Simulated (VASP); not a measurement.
A run of VASP 6.6.1 is set up as follows.

INCAR

```
  PREC = Accurate
  ENCUT = 520
  EDIFF = 1E-6
  ISMEAR = 0
  SIGMA = 0.1
  LREAL = False
  LASPH = True
  NELM = 100
  ALGO = Normal
  ISIF = 2
  LWAVE = False
  LCHARG = False
  GGA = PE
  NBANDS = 16
```

Contents of KPOINTS:

```
regular mesh
0
Gamma
  12 12 10
```

POSCAR

```
CaBr
1.0
    3.6919894460      0.0000000000      0.0000000000
   -1.8459947230      3.1973566507      0.0000000000
    0.0000000000      0.0000000000      4.4823346567
Ca Br
1 1
Direct
    0.0000000000      0.0000000000      0.0000000000
    0.3333333300      0.6666666700      0.5000000000
```

Potentials or basis: VASP PAW PBE potentials, release 64 (Ca_sv, Br).

Command:

```sh
$ cat potpaw_PBE.64/Ca_sv/POTCAR potpaw_PBE.64/Br/POTCAR > POTCAR
$ mpirun -np 1 vasp_std > vasp.out
```

Problem. Estimate the pressure.

Solution. 3.0 GPa.

Stress tensor (GPa, compression positive):
```
4.46 0.00 0.00
0.00 4.46 0.00
0.00 0.00 0.14
```

Caveat: the cell differs from its parent crystal (strained); an odd number of electrons without spin polarisation forces a metal; a magnetic or distorted state may lie lower.
